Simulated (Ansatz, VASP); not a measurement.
Ga8TeS7 in VASP and in Ansatz

```
CELL_PARAMETERS angstrom
7.29306 -0.01318 -0.00121
-1.82897 3.16788 0.00000
-0.00261 -0.00151 15.74057
ATOMIC_POSITIONS crystal
Ga 0.16499 0.66499 0.16665
Ga 0.66653 0.66653 0.16685
Ga 0.34204 0.34204 0.68187
Ga 0.82801 0.32801 0.68005
Ga 0.16461 0.66461 0.32224
Ga 0.66695 0.66695 0.32259
Ga 0.33409 0.33409 0.83671
Ga 0.83290 0.33290 0.83547
Te 0.17011 0.67011 0.58723
S 0.66697 0.66697 0.61357
S 0.33218 0.33218 0.10008
S 0.83175 0.33175 0.09941
S 0.16649 0.66649 0.90341
S 0.66818 0.66818 0.90378
S 0.33268 0.33268 0.38928
S 0.83153 0.33153 0.39081
```

Alike in both runs: task single point; functional PBE; dispersion D3(BJ); k mesh 4 × 4 × 1; occupations gaussian, width 0.02 eV; no spin polarisation.

```csv
,VASP,Ansatz
version,VASP 6.6.1,Ansatz 0.2.0
potentials or method,"VASP PAW PBE potentials, release 64 (Ga_d, Te, S), cutoff 520 eV","scalar-relativistic, plane waves, PAW"
valence electrons in the cell,152,162
```

```tsv
	VASP	Ansatz	Ansatz less VASP
gap on the k mesh at the Fermi level (eV)	1.00	0.98	-0.013
least direct gap on the mesh (eV)	1.00	0.98	-0.013
pressure (GPa)	0.1	0.1	0.00
traceless stress, the component that is largest in VASP (GPa)	-0.26	-0.26	+0.001
rms of the force components (eV/Å)	0.007	0.009	+0.0011
```

Atom by atom the forces differ by 0.008 eV/Å (rms over components). VASP's potentials hold 152 valence electrons a cell and Ansatz's 162, so a difference there can come from the potentials and not from the codes.

The k mesh is coarse, so the values compare programs but aren't converged. Neither program's run includes spin-orbit coupling.
